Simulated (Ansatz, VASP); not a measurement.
SiMo3 in VASP and in Ansatz

```
CELL_PARAMETERS angstrom
4.90645 0.00000 0.00000
0.00000 4.90645 0.00000
0.00000 0.00000 4.90645
ATOMIC_POSITIONS crystal
Si 0.00000 0.00000 0.00000
Si 0.50000 0.50000 0.50000
Mo 0.25000 0.00000 0.50000
Mo 0.50000 0.75000 0.00000
Mo 0.75000 0.00000 0.50000
Mo 0.50000 0.25000 0.00000
Mo 0.00000 0.50000 0.75000
Mo 0.00000 0.50000 0.25000
```

Alike in both runs: task relaxation of cell and atoms; functional LDA; k mesh 8 × 8 × 8; occupations gaussian, width 0.1 eV; no spin polarisation.

|  | VASP | Ansatz |
| --- | --- | --- |
| version | VASP 6.6.1 | Ansatz 0.2.0 |
| potentials or method | VASP PAW LDA potentials, release 64 (Si, Mo_sv), cutoff 600 eV | scalar-relativistic, plane waves, PAW |
| valence electrons in the cell | 92 | 92 |

Ansatz gave:

| Property | Result |
| --- | --- |
| gap on the k mesh at the Fermi level, each at its own relaxed structure (eV) | none |
| relaxed volume (Å³/atom) | 14.12 |
| relaxed length of the cell vector where the two differ most in proportion (Å) | 4.834 |

Task: Estimate VASP's values.

Result: gap on the k mesh at the Fermi level, each at its own relaxed structure (eV): none; relaxed volume (Å³/atom): 14.18; relaxed length of the cell vector where the two differ most in proportion (Å): 4.841.

LDA's correlation is that of Perdew and Zunger in VASP and of Perdew and Wang (1992) in Ansatz. A gap of «none» marks a metal or a gap that the smearing closes.
